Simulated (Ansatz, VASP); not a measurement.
**Two plane-wave programs on GaIr3**

```
CELL_PARAMETERS angstrom
0.00000 3.09625 3.09625
3.09625 0.00000 3.09625
3.09625 3.09625 0.00000
ATOMIC_POSITIONS crystal
Ga 0.00000 0.00000 0.00000
Ir 0.25000 0.25000 0.25000
Ir 0.75000 0.75000 0.75000
Ir 0.50000 0.50000 0.50000
```

Change from the starting cell: species swapped into the Ga3Ag type (Fm-3m, No. 225).

Alike in both runs: task single point; functional PBE; k mesh 6 × 6 × 6; occupations gaussian, width 0.1 eV; collinear spin.

|  | VASP | Ansatz |
| --- | --- | --- |
| version | VASP 6.6.1 | Ansatz 0.2.0 |
| potentials or method | VASP PAW PBE potentials, release 64 (Ga_d, Ir), cutoff 520 eV | scalar-relativistic, plane waves, PAW |
| valence electrons in the cell | 40 | 64 |

VASP gave:

| Quantity | Value |
| --- | --- |
| gap on the k mesh at the Fermi level (eV) | none |
| pressure (GPa) | 0.9 |
| net moment per atom (μB) | 0.26 |
| size of the moment on the site where the two differ most (μB) | 0.38 |

Question: Which values does Ansatz return?

Answer: gap on the k mesh at the Fermi level (eV): none; pressure (GPa): 0.4; net moment per atom (μB): 0.27; size of the moment on the site where the two differ most (μB): 0.37.

Site moments also hang on the region over which each program counts them. A gap of «none» marks a metal or a gap that the smearing closes. With one functional, cell and mesh, what is left measures potentials, basis and numerics. VASP's potentials hold 40 valence electrons a cell and Ansatz's 64, so a difference there can come from the potentials and not from the codes.

Spin-orbit coupling is off throughout.
